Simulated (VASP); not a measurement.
Here is a VASP 6.6.1 calculation.

File INCAR:

```
ALGO = Normal
EDIFF = 1E-6
ENCUT = 520
GGA = PS
ISIF = 2
ISMEAR = 0
LASPH = True
LCHARG = True
LELF = True
LREAL = False
LVHAR = True
LWAVE = False
NBANDS = 16
NELM = 60
PREC = Accurate
SIGMA = 0.01
```

File KPOINTS:

```
k-points
0
Gamma
  8 8 8
```

Contents of POSCAR:

```
AgCl
1.0
    0.0000000000      2.6695606142      2.6695606142
    2.6695606142      0.0000000000      2.6695606142
    2.6695606142      2.6695606142      0.0000000000
Ag Cl
1 1
Direct
    0.5000000000      0.5000000000      0.5000000000
    0.0000000000      0.0000000000      0.0000000000
```

Potentials or basis: VASP PAW PBE potentials, release 64 (Ag, Cl).

Command:

```sh
$ cat potpaw_PBE.64/Ag/POTCAR potpaw_PBE.64/Cl/POTCAR > POTCAR
$ mpirun -np 1 vasp_std > vasp.out
```

(1) Estimate the pressure.

(2) What does it give for the band gap on the k mesh?

Results:

(1) 3.9 GPa.

(2) 0.73 eV (least direct gap 3.46 eV).

Caveat: the cell stands under pressure; the PAW data sets were made with another functional, which shifts forces and pressure a little.
